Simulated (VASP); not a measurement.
The system is B.

```
B
1.0
     2.79125    0.00000    0.00000
    -1.39562    2.41729    0.00000
     0.00000    0.00000    3.16676
B
3
Cartesian
  0.6291 0.0000 1.0556
  -0.3146 0.5449 2.1112
  1.0811 1.8724 0.0000
```

```yaml
Program: VASP 6.6.1
Task: relaxation of cell and atoms
Functional: PBE
Potentials_or_basis: VASP PAW PBE potentials, release 64 (B)
Cutoff: 600 eV
k_mesh: 9 × 9 × 6
Occupations: gaussian, width 0.1 eV
Spin: no spin polarisation
```

At the start: pressure 36.7 GPa; volume 7.12 Å³/atom.

**Question.** Where does the relaxation end?

**Answer.** Over 17 steps the energy falls by 524.8 meV/atom and the volume is 6.70 Å³/atom (-5.9 %); space group P3_121 (No. 152, to 0.1 Å) before, R-3m (No. 166, to 0.1 Å).

The path:
```tsv
step	energy change (eV)	largest force (eV/Å)	pressure (GPa)	volume (Å³)
1	0.0000	4.6847	36.67	21.37
2	-0.6008	0.3530	-38.05	26.68
3	-1.0887	0.4264	-18.49	24.00
4	-1.0893	0.4703	-17.82	23.95
5	-1.4281	0.5163	-8.41	21.74
6	-1.5055	0.5124	0.34	20.51
7	-1.5076	0.4896	2.80	20.24
8	-1.5397	0.1735	0.49	20.21
9	-1.5475	0.0571	-0.58	20.19
10	-1.5521	0.0001	-1.23	20.15
11	-1.5631	0.0002	1.65	19.92
12	-1.5327	0.0646	11.30	19.23
13	-1.5690	0.0082	4.18	19.72
14	-1.5706	0.0074	3.83	19.75
15	-1.5706	0.0071	3.81	19.75
16	-1.5728	0.0064	2.46	19.86
17	-1.5743	0.0046	-0.35	20.10
```

Final structure:
```
B
1.0
     2.62881    0.00000    0.00000
    -1.31441    2.27662    0.00000
     0.00000    0.00000    3.35783
B
3
Direct
  0.33498 0.00000 0.33333
  0.00000 0.33498 0.66667
  0.66502 0.66502 0.00000
```
